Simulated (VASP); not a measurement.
# FeSi (Pm-3m) in VASP: notebook

Runs on FeSi. Level: PBE. Tasks: single point.

Everything below comes from runs of VASP 6.6.1. Logs are shortened: lines on timing, memory, paths and dates and some standing lists are left out, and cuts for length are marked.

**1. The cell of the first run**

The structure is cubic, space group Pm-3m (No. 221). The conventional cell has a = 2.740 Å, b = 2.740 Å, c = 2.740 Å, α = 90.00°, β = 90.00°, γ = 90.00°. Fe (site symmetry m-3m) has 8 Si at 2.37 Å and 6 Fe at 2.74 Å within 3.1 Å. Within 3.1 Å of Si (site symmetry m-3m) lie 8 Fe at 2.37 Å and 6 Si at 2.74 Å.

**2. Single point, PBE (volume scaled by 0.980)**

File INCAR:

```
PREC = Accurate ; ENCUT = 520
EDIFF = 1E-6 ; ISMEAR = 0
SIGMA = 0.05 ; LREAL = F
LASPH = T ; NELM = 100
ALGO = Normal ; ISIF = 2
LWAVE = F ; LCHARG = F
GGA = PE ; NBANDS = 13
```

File KPOINTS:

```
regular mesh
0
Gamma
  16 16 16
```

File POSCAR:

```
FeSi
1.0
    2.7402885431      0.0000000000      0.0000000000
    0.0000000000      2.7402885431      0.0000000000
    0.0000000000      0.0000000000      2.7402885431
Fe Si
1 1
Direct
    0.5000000000      0.5000000000      0.5000000000
    0.0000000000      0.0000000000      0.0000000000
```

Potentials or basis: VASP PAW PBE potentials, release 64 (Fe, Si).

Started as:

```sh
$ cat potpaw_PBE.64/Fe/POTCAR potpaw_PBE.64/Si/POTCAR > POTCAR
$ mpirun -np 1 vasp_std > vasp.out
```

OUTCAR:

```text
PREC = Accurate
   ENCUT = 520
   EDIFF = 1E-6
   ISMEAR = 0
   LREAL = F
   LASPH = T
   NELM = 100
   ISIF = 2
   GGA = PE

 ion  position               nearest neighbor table
   1  0.500  0.500  0.500-   2 2.37   2 2.37   2 2.37   2 2.37   2 2.37   2 2.37   2 2.37   2 2.37

   2  0.000  0.000  0.000-   1 2.37   1 2.37   1 2.37   1 2.37   1 2.37   1 2.37   1 2.37   1 2.37

  LATTYP: Found a simple cubic cell.
 ALAT       =     2.7402885431

  Lattice vectors:

 A1 = (   2.7402885431,   0.0000000000,   0.0000000000)
 A2 = (   0.0000000000,   2.7402885431,   0.0000000000)
 A3 = (   0.0000000000,   0.0000000000,   2.7402885431)

Analysis of symmetry for initial positions (statically):
=====================================================================
 Subroutine PRICEL returns:
 Original cell was already a primitive cell.

 Routine SETGRP: Setting up the symmetry group for a
 simple cubic supercell.

 Subroutine GETGRP returns: Found 48 space group operations
 (whereof 48 operations were pure point group operations)
 out of a pool of 48 trial point group operations.

The static configuration has the point symmetry O_h .

Analysis of symmetry for dynamics (positions and initial velocities):
=====================================================================
 Subroutine PRICEL returns:
 Original cell was already a primitive cell.

 Routine SETGRP: Setting up the symmetry group for a
 simple cubic supercell.

 Subroutine GETGRP returns: Found 48 space group operations
 (whereof 48 operations were pure point group operations)
 out of a pool of 48 trial point group operations.

The dynamic configuration has the point symmetry O_h .

 Subroutine INISYM returns: Found 48 space group operations
 (whereof 48 operations are pure point group operations),
 and found     1 'primitive' translations

----------------------------------------------------------------------------------------

                                     Primitive cell

  volume of cell :      20.5773

  direct lattice vectors                    reciprocal lattice vectors
     2.740288543  0.000000000  0.000000000     0.364925074  0.000000000  0.000000000
     0.000000000  2.740288543  0.000000000     0.000000000  0.364925074  0.000000000
     0.000000000  0.000000000  2.740288543     0.000000000  0.000000000  0.364925074

  length of vectors
     2.740288543  2.740288543  2.740288543     0.364925074  0.364925074  0.364925074

  position of ions in fractional coordinates (direct lattice)
[... 84 lines left out ...]
   NFREE  =      0    steps in history (QN), initial steepest desc. (CG)
   ISIF   =      2    stress and relaxation
   ISYM   =      2    0-nonsym 1-usesym 2-fastsym
   POTIM  = 0.5000    time-step for ionic-motion
   TEBEG  =    0.0;   TEEND  =   0.0 temperature during run
   PSTRESS=    0.0 pullay stress
   NELECT =      12.0000    total number of electrons
   NUPDOWN=      -1.0000    fix difference up-down
   EMIN   =  10.00;   EMAX   =-10.00  energy-range for DOS
   EFERMI =   0.00;   METHOD = LEGACY
   ISMEAR =     0;   SIGMA  =   0.05  broadening in eV -4-tet -1-fermi 0-gaus
   EFERMI_NEDOS =   21; number of points for ismear=-14 and -15
   IALGO  =     38    algorithm
   IMIX   =      4    mixing-type and parameters
     AMIX     =   0.40;   BMIX     =  1.00
     AMIX_MAG =   1.60;   BMIX_MAG =  1.00
  volume/ion in A,a.u.               =      10.29        69.43
  Fermi-wavevector in a.u.,A,eV,Ry     =   1.367747  2.584666 25.452834  1.870731
  Thomas-Fermi vector in A             =   2.493772
   LORBIT       =      0    0 simple, 1 ext, 2 COOP (PROOUT), +10 PAW based schemes
   GGA     = PE    functional components
   LHFCALC =     F    Hartree Fock is set to
   AEXX    =    0.0000 exact exchange contribution
   IVDW    =     0    specifies the selected vdW correction
   LEPSILON=     F    determine dielectric tensor
   LRPA    =     F    only Hartree local field effects (RPA)
 non-spin polarized calculation
 Gauss-broadening in eV      SIGMA  =   0.05
  energy-cutoff  :      520.00
  volume of cell :       20.58
 maximum number of plane-waves:       568
   NGX = 11   NGY = 11   NGZ = 11

 number of electron      11.9999987 magnetization

 Free energy of the ion-electron system (eV)
  ---------------------------------------------------
  ext. energy  EPLUGINS =         0.00000000
  ---------------------------------------------------
  free energy    TOTEN  =       -14.64456628 eV

  energy without entropy =      -14.64404981  energy(sigma->0) =      -14.64430804

 E-fermi :  11.3512     XC(G=0): -13.1616

 val. band max:       11.3043966854   @ k =   0.5000   0.4375   0.3125
 cond. band min:      11.3648262018   @ k =   0.5000   0.5000   0.0000
 fundamental gap:      0.0604295164
 Fermi energy:        11.3512264754

 k-point     1 :       0.0000    0.0000    0.0000
  band No.  band energies     occupation
      1      -3.1093      2.00000
      2       7.4092      2.00000
      3       7.4092      2.00000
      4      10.4587      2.00000
      5      10.4587      2.00000
      6      10.4587      2.00000
      7      14.6906      0.00000
      8      14.6906      0.00000
      9      14.6906      0.00000
     10      19.4683      0.00000
     11      19.4683      0.00000
     12      24.9709      0.00000
     13      31.6741      0.00000
[... 354 lines left out ...]
  band No.  band energies     occupation
      1       1.1035      2.00000
      2       2.7430      2.00000
      3       8.4437      2.00000
      4       8.5467      2.00000
      5       8.9547      2.00000
      6      10.4460      2.00000
      7      11.6816      0.00000
      8      16.8742      0.00000
      9      19.4132      0.00000
     10      20.1940      0.00000
     11      20.7118      0.00000
     12      21.8877      0.00000
     13      25.7820      0.00000

 [... further k-points ...]
[... 5 lines left out ...]
  --------------------------------------------------------------------------------------
  -------------------------------------------------------------------------------------
  Total        0.7043218      0.7043218      0.7043218     -0.0000000     -0.0000000      0.0000000
  in kB       54.8394201     54.8394201     54.8394201     -0.0000000     -0.0000000      0.0000000
  external PRESSURE =      54.8394201 kB  Pullay stress =       0.0000000 kB

 VOLUME and BASIS-vectors are now :
 -----------------------------------------------------------------------------
  energy-cutoff  :      520.00
  volume of cell :       20.58
      direct lattice vectors                 reciprocal lattice vectors
     2.740288543  0.000000000  0.000000000     0.364925074  0.000000000  0.000000000
     0.000000000  2.740288543  0.000000000     0.000000000  0.364925074  0.000000000
     0.000000000  0.000000000  2.740288543     0.000000000  0.000000000  0.364925074

 POSITION                                       TOTAL-FORCE (eV/Angst)
 -----------------------------------------------------------------------------------
      1.37014      1.37014      1.37014         0.000000      0.000000      0.000000
      0.00000      0.00000      0.00000         0.000000      0.000000      0.000000
 -----------------------------------------------------------------------------------
    total drift:                               -0.000000      0.000000     -0.000000

  FREE ENERGIE OF THE ION-ELECTRON SYSTEM (eV)
  ---------------------------------------------------
  free  energy   TOTEN  =       -14.6445662766 eV

  energy  without entropy=      -14.6440498124  energy(sigma->0) =      -14.64430804
```

OSZICAR:

```text
N       E                     dE             d eps       ncg     rms          rms(c)
DAV:   1     0.395802437852E+02    0.39580E+02   -0.55685E+03  4386   0.102E+03
DAV:   2    -0.146521025941E+02   -0.54232E+02   -0.48984E+02  4395   0.186E+02
DAV:   3    -0.165312273856E+02   -0.18791E+01   -0.18478E+01  5276   0.392E+01
DAV:   4    -0.165542644045E+02   -0.23037E-01   -0.23022E-01  4825   0.387E+00
DAV:   5    -0.165546368553E+02   -0.37245E-03   -0.37244E-03  5295   0.545E-01    0.172E+01
DAV:   6    -0.183250480281E+02   -0.17704E+01   -0.43209E+01  4840   0.980E+01    0.161E+01
DAV:   7    -0.146890103677E+02    0.36360E+01   -0.23078E+01  4985   0.650E+01    0.327E+00
DAV:   8    -0.146551857433E+02    0.33825E-01   -0.25467E-01  5092   0.398E+00    0.123E+00
DAV:   9    -0.146449887497E+02    0.10197E-01   -0.20816E-02  5451   0.214E+00    0.348E-01
DAV:  10    -0.146446552956E+02    0.33345E-03   -0.16328E-03  5236   0.432E-01    0.136E-01
DAV:  11    -0.146445696964E+02    0.85599E-04   -0.37503E-04  5532   0.233E-01    0.221E-02
DAV:  12    -0.146445673557E+02    0.23407E-05   -0.66387E-06  5010   0.226E-02    0.518E-03
DAV:  13    -0.146445663323E+02    0.10234E-05   -0.68938E-07  2855   0.548E-03    0.183E-03
DAV:  14    -0.146445662766E+02    0.55728E-07   -0.14145E-07  2515   0.293E-03
   1 F= -.14644566E+02 E0= -.14644308E+02  d E =-.516464E-03
```

stdout:

```text
POSCAR found type information on POSCAR FeSi
 POSCAR found :  2 types and       2 ions
 scaLAPACK will be used
 LDA part: xc-table for (Slater+PW92), standard interpolation
 POSCAR, INCAR and KPOINTS ok, starting setup
 FFT: planning ... GRIDC
 FFT: planning ... GRID_SOFT
 FFT: planning ... GRID
 WAVECAR not read
 entering main loop
```

It took 19 s on 1 thread of Intel Xeon 6455B, shared host; peak memory 0.16 GiB.

Results:

```yaml
Free_energy: -14.6446 eV
Pressure: 5.5 GPa
Band_gap_on_the_k_mesh: zero (band 6 reaches 11.44 eV, above the bottom of band 7 at 11.25 eV)
```

Levels at points of the mesh, in eV from the Fermi level:
```csv
k point,band 4,band 5,band 6,band 7,band 8,band 9
"(0.00, 0.00, 0.00)",-0.89,-0.89,-0.89,3.34,3.34,3.34
"(0.50, 0.00, 0.00)",-2.47,-2.47,-0.70,0.35,6.60,8.89
"(0.50, 0.50, 0.00)",-3.95,-1.91,-1.91,0.01,2.45,2.84
"(0.50, 0.50, 0.50)",-1.36,0.07,0.07,1.62,1.62,1.62
```

 Spin polarisation is off, so any magnetic state and its effect on volume and gap are missing.

**3. Single point, PBE (volume scaled by 1.020)**

File INCAR:

```
PREC = Accurate
ENCUT = 520
EDIFF = 1E-7
ISMEAR = 0
SIGMA = 0.05
LREAL = F
LASPH = T
NELM = 60
ALGO = Normal
ISIF = 2
LWAVE = F
LCHARG = T
GGA = PE
LELF = T
LVHAR = T
NBANDS = 13
```

KPOINTS is that of step 2.

File POSCAR:

```
FeSi
1.0
    2.7770753293      0.0000000000      0.0000000000
    0.0000000000      2.7770753293      0.0000000000
    0.0000000000      0.0000000000      2.7770753293
Fe Si
1 1
Direct
    0.5000000000      0.5000000000      0.5000000000
    0.0000000000      0.0000000000      0.0000000000
```

Potentials or basis: VASP PAW PBE potentials, release 64 (Fe, Si).

Started as:

```sh
$ cat potpaw_PBE.64/Fe/POTCAR potpaw_PBE.64/Si/POTCAR > POTCAR
$ mpirun -np 1 vasp_std > vasp.out
```

Run time: 22 s. Hardware: 1 thread of Intel Xeon 6455B, shared host; peak memory 0.18 GiB.

The run converged. Its results:

```yaml
Free_energy: -14.6464 eV
Pressure: -4.3 GPa
Band_gap_on_the_k_mesh: zero (band 6 reaches 10.88 eV, above the bottom of band 7 at 10.68 eV)
```

Levels at points of the mesh, in eV from the Fermi level:
| k point | band 4 | band 5 | band 6 | band 7 | band 8 | band 9 |
| --- | --- | --- | --- | --- | --- | --- |
| (0.00, 0.00, 0.00) | -0.83 | -0.83 | -0.83 | 3.21 | 3.21 | 3.21 |
| (0.50, 0.00, 0.00) | -2.34 | -2.34 | -0.65 | 0.33 | 6.65 | 8.51 |
| (0.50, 0.50, 0.00) | -3.74 | -1.78 | -1.78 | 0.02 | 2.24 | 2.72 |
| (0.50, 0.50, 0.50) | -1.61 | 0.07 | 0.07 | 1.67 | 1.67 | 1.67 |

 Spin polarisation is off, so any magnetic state and its effect on volume and gap are missing.

**4. Single point, PBE (volume scaled by 1.040)**

File INCAR:

```
SYSTEM = FeSi
PREC = Accurate
ENCUT = 520
EDIFF = 1E-6
ISMEAR = 0
SIGMA = 0.05
LREAL = .FALSE.
LASPH = .TRUE.
NELM = 60
ALGO = Normal
ISIF = 2
LWAVE = .FALSE.
LCHARG = .FALSE.
GGA = PE
NBANDS = 13
```

File KPOINTS:

```
Automatic mesh
0
G
  16 16 16
  0 0 0
```

File POSCAR:

```
FeSi
1.0
    2.7951087913      0.0000000000      0.0000000000
    0.0000000000      2.7951087913      0.0000000000
    0.0000000000      0.0000000000      2.7951087913
Fe Si
1 1
Direct
    0.5000000000      0.5000000000      0.5000000000
    0.0000000000      0.0000000000      0.0000000000
```

Started as:

```sh
$ cat potpaw_PBE.64/Fe/POTCAR potpaw_PBE.64/Si/POTCAR > POTCAR
$ mpirun -np 1 vasp_std > vasp.out
```

Wall time 23 s (1 thread of Intel Xeon 6455B, shared host); peak memory 0.18 GiB.

The run converged. Its results:

```yaml
Free_energy: -14.6296 eV
Pressure: -8.4 GPa
Band_gap_on_the_k_mesh: zero (band 6 reaches 10.58 eV, above the bottom of band 7 at 10.43 eV)
```

Levels at points of the mesh, in eV from the Fermi level:
```
           k point  band 3  band 4  band 5  band 6  band 7  band 8  band 9  band 10
(0.00, 0.00, 0.00)   -3.58   -0.80   -0.80   -0.80    3.15    3.15    3.15     7.95
(0.50, 0.00, 0.00)   -2.71   -2.27   -2.27   -0.63    0.33    6.68    8.33     8.33
(0.50, 0.50, 0.00)   -4.99   -3.63   -1.72   -1.72    0.02    2.14    2.67     7.99
(0.50, 0.50, 0.50)   -5.76   -1.73    0.07    0.07    1.69    1.69    1.69     4.19
```

 Spin polarisation is off, so any magnetic state and its effect on volume and gap are missing.

**5. Overview**

```tsv
cell	gap on the mesh (eV)	pressure (GPa)
a = 2.740 Å, 2 atoms	none	5.5
a = 2.777 Å, 2 atoms	none	-4.3
a = 2.795 Å, 2 atoms	none	-8.4
```

Alike in all rows: task single point; level PBE; potentials or basis VASP PAW PBE potentials, release 64 (Fe, Si); no spin polarisation; k mesh 16 × 16 × 16; cutoff (eV) 520; smearing gaussian 0.05 eV.

Absolute energies hang on the potentials; compare differences alone.
